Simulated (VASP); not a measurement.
Set up this calculation in VASP 6.6.1, as the native input.

| Property | Result |
| --- | --- |
| Task | single point |
| Functional | r2SCAN |
| Potentials or basis | VASP PAW PBE potentials, release 64 (Ge_d) |
| Cutoff | 520 eV |
| k mesh | 20 × 20 × 18 |
| Occupations | gaussian, width 0.15 eV |
| Spin | no spin polarisation |
| Dipole correction | no |
| Further INCAR settings | ALGO = Normal; EDIFF = 1e-06; NBANDS = 13 |

Crystal: Ge.

```
Ge
1.0
     1.46701   -2.73054    0.00000
     1.46701    2.73054    0.00000
     0.00000    0.00000    2.69823
Ge
1
Direct
  0.50000 0.50000 0.00000
```

This cell differs from its parent crystal: strain +0.0500 x Voigt [1, 1, 0, 0, 0, 0].

These files were run (other wordings do the same):

POSCAR

```
Ge
1.0
    1.4670064500     -2.7305418000      0.0000000000
    1.4670064500      2.7305418000      0.0000000000
    0.0000000000      0.0000000000      2.6982310000
Ge
1
Direct
    0.5000000000      0.5000000000      0.0000000000
```

INCAR.step1

```
ALGO = Normal ; EDIFF = 1E-4
ENCUT = 520 ; GGA = PE
ISMEAR = 0 ; LASPH = T
LCHARG = F ; LREAL = F
LWAVE = T ; NBANDS = 13
NELM = 80 ; PREC = Accurate
SIGMA = 0.15
```

INCAR.step2

```
ALGO = Normal ; EDIFF = 1E-6
ENCUT = 520 ; ISIF = 2
ISMEAR = 0 ; ISTART = 1
LASPH = T ; LCHARG = T
LELF = T ; LMIXTAU = T
LREAL = F ; LVHAR = T
LWAVE = F ; METAGGA = R2SCAN
NBANDS = 13 ; NELM = 80
PREC = Accurate ; SIGMA = 0.15
```

KPOINTS

```
k-points
0
Gamma
  20 20 18
```

Potentials or basis: VASP PAW PBE potentials, release 64 (Ge_d).

The run is started by

```console
$ cat potpaw_PBE.64/Ge_d/POTCAR > POTCAR
$ cp INCAR.step1 INCAR
$ mpirun -np 1 vasp_std > vasp.out
$ cp INCAR.step2 INCAR
$ mpirun -np 1 vasp_std > vasp.out
```

It gave:

```json
{
  "Pressure": "-7.7 GPa",
  "Band gap on the k mesh": "zero (band 7 reaches 11.31 eV, above the bottom of band 8 at 2.40 eV)"
}
```

Caveat: the cell differs from its parent crystal (strain +0.0500 x Voigt [1, 1, 0, 0, 0, 0]); the PAW data sets were made with another functional, which shifts forces and pressure a little.

It took 6.6 min on 1 thread of Intel Xeon 6975P-C (shared host), peak memory 0.38 GiB.
